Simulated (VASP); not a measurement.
Here is a VASP 6.6.1 calculation.

The input INCAR:

```
PREC = Accurate
ENCUT = 520
EDIFF = 1E-6
ISMEAR = 0
SIGMA = 0.1
LREAL = False
LASPH = True
NELM = 100
ALGO = Normal
ISIF = 2
LWAVE = False
LCHARG = False
GGA = PE
NBANDS = 7
ISYM = 0
```

KPOINTS

```
Automatic mesh
0
Gamma
  4 4 4
  0.02 0.24 0.61
```

The input POSCAR:

```
Mg
1.0
   -1.8359916300      1.8359916300      1.6794040200
    1.8359916300     -1.8359916300      1.6794040200
    1.8359916300      1.8359916300     -1.6794040200
Mg
1
Direct
    0.0000000000      0.0000000000      0.0000000000
```

Potentials or basis: VASP PAW PBE potentials, release 64 (Mg).

Launch:

```bash
$ cat potpaw_PBE.64/Mg/POTCAR > POTCAR
$ mpirun -np 1 vasp_std > vasp.out
```

(1) Predict the pressure.

(2) Predict the band gap on the k mesh.

Answers

(1) 0.4 GPa.

(2) zero (band 1 reaches 4.52 eV, above the bottom of band 2 at 1.96 eV).

Caveat: the k points lie up to 0.63 Å⁻¹ apart.
